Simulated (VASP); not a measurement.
Crystal: Ca2Ir.

```
CELL_PARAMETERS angstrom
0.00000 2.99631 2.99631
2.99631 0.00000 2.99631
2.99631 2.99631 0.00000
ATOMIC_POSITIONS crystal
Ca 0.25000 0.25000 0.25000
Ca 0.75000 0.75000 0.75000
Ir 0.00000 0.00000 0.00000
```

The cell was generated, and may not be a known phase.

```yaml
Program: VASP 6.6.1
Task: relaxation of cell and atoms
Functional: PBE
Potentials_or_basis: VASP PAW PBE potentials, release 64 (Ca_sv, Ir)
Cutoff: 600 eV
k_mesh: 6 × 6 × 6
Occupations: gaussian, width 0.1 eV
Spin: no spin polarisation
```

At the start: pressure 45.5 GPa; volume 17.93 Å³/atom.

Where does the relaxation end?

Over 4 steps the energy falls by 929.3 meV/atom and the volume is 27.33 Å³/atom (+52.4 %); space group Fm-3m (No. 225, to 0.1 Å) before and after.

Step by step:
| step | energy change (eV) | largest force (eV/Å) | pressure (GPa) | volume (Å³) |
| --- | --- | --- | --- | --- |
| 1 | 0.0000 | 0.0000 | 45.50 | 53.80 |
| 2 | -2.1165 | 0.0000 | -7.04 | 103.99 |
| 3 | -2.7624 | 0.0000 | 0.60 | 80.64 |
| 4 | -2.7878 | 0.0000 | -0.19 | 81.98 |

Final structure:
```xyz
3
Lattice="0.0000 3.4479 3.4479 3.4479 0.0000 3.4479 3.4479 3.4479 0.0000" Properties=species:S:1:pos:R:3 pbc="T T T"
Ca    1.7240    1.7240    1.7240
Ca    5.1719    5.1719    5.1719
Ir    0.0000    3.4479    3.4479
```

Caveat: the volume moved by over 15 % at a fixed basis, so the end points are rough.
